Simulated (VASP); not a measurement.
Set up this calculation in VASP 6.6.1, as the native input.

```
Task                   : single point
Functional             : PBEsol
Potentials or basis    : VASP PAW PBE potentials, release 64 (Ge_d)
Cutoff                 : 520 eV
k mesh                 : 9 × 9 × 9
Occupations            : fermi-dirac, width 0.05 eV
Spin                   : no spin polarisation
Dipole correction      : no
Further INCAR settings : ALGO = Normal; EDIFF = 1e-07; NBANDS = 21
```

The structure of Ge lies in POSCAR:

```
Ge
1.0
   -2.5744897190      2.5744897190      1.3974126432
    2.5744897190     -2.5744897190      1.3974126432
    2.5744897190      2.5744897190     -1.3974126432
Ge
2
Direct
    0.5000000000      0.5000000000      0.0000000000
    0.2500000000      0.7500000000      0.5000000000
```

The input as run:

INCAR

```
ALGO = Normal
EDIFF = 1E-7
ENCUT = 520
GGA = PS
ISIF = 2
ISMEAR = -1
LASPH = T
LCHARG = F
LREAL = F
LWAVE = F
NBANDS = 21
NELM = 60
PREC = Accurate
SIGMA = 0.05
```

KPOINTS

```
k-points
0
Gamma
  9 9 9
```

Potentials or basis: VASP PAW PBE potentials, release 64 (Ge_d).

Run with:

```console
$ cat potpaw_PBE.64/Ge_d/POTCAR > POTCAR
$ mpirun -np 1 vasp_std > vasp.out
```

Results of the run:

```json
{
  "Pressure": "-0.7 GPa",
  "Band gap on the k mesh": "zero (bands 14 and 15 overlap by 4.97 eV)"
}
```

Caveat: the PAW data sets were made with another functional, which shifts forces and pressure a little.

Wall time 84 s on 1 thread of Intel Xeon 8259CL, on a shared host, peak memory 0.19 GiB.
